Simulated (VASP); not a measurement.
Write the native input for VASP 6.6.1 that does the following.

```
Task                   : relaxation of shape and atoms at fixed volume
Functional             : PBE
Potentials or basis    : VASP PAW PBE potentials, release 64 (Ag, Os)
Cutoff                 : 600 eV
k mesh                 : 12 × 12 × 4
Occupations            : gaussian, width 0.1 eV
Spin                   : no spin polarisation
Dipole correction      : no
Further INCAR settings : ALGO = Fast; EDIFF = 1e-06; IBRION = 2; EDIFFG = -0.01; NSW = 50; ISIF = 4
```

The structure of Ag3Os lies in POSCAR:

```
Ag3Os
1.0
    2.8223740147      0.0000000000      0.0000000000
   -1.4111870073      2.4442475957      0.0000000000
    0.0000000000      0.0000000000      9.9004334338
Ag Os
3 1
Direct
    0.0000000000      0.0000000000      0.0000000000
    0.6666666667      0.3333333333      0.7453329432
    0.6666666667      0.3333333333      0.2546670568
    0.0000000000      0.0000000000      0.5000000000
```

One way to write it, as run:

INCAR

```
SYSTEM = Ag3Os
  ALGO = Fast
  EDIFF = 1E-6
  EDIFFG = -0.01
  ENCUT = 600
  GGA = PE
  IBRION = 2
  ISIF = 4
  ISMEAR = 0
  LASPH = .TRUE.
  LCHARG = .FALSE.
  LREAL = .FALSE.
  LWAVE = .FALSE.
  NELM = 100
  NSW = 50
  PREC = Accurate
  SIGMA = 0.1
```

KPOINTS

```
k-points
0
G
  12 12 4
  0 0 0
```

Potentials or basis: VASP PAW PBE potentials, release 64 (Ag, Os).

Run with:

```bash
$ cat potpaw_PBE.64/Ag/POTCAR potpaw_PBE.64/Os/POTCAR > POTCAR
$ mpirun -np 1 vasp_std > vasp.out
```

It gave:

```json
{
 "Energy gained by relaxing": "0.7 meV/atom",
 "Ionic steps": "7",
 "Pressure after relaxing": "-4.0 GPa",
 "Largest force after relaxing": "0.004 eV/Å",
 "Band gap on the k mesh": "zero (an odd number of electrons rules out a gap without spin polarisation)"
}
```

Caveat: spin-orbit coupling is left out, which moves the levels of the heavy elements.

Wall time 6.6 min on 1 thread of AMD EPYC 9R14 (Zen 4) (shared host), peak memory 0.26 GiB.
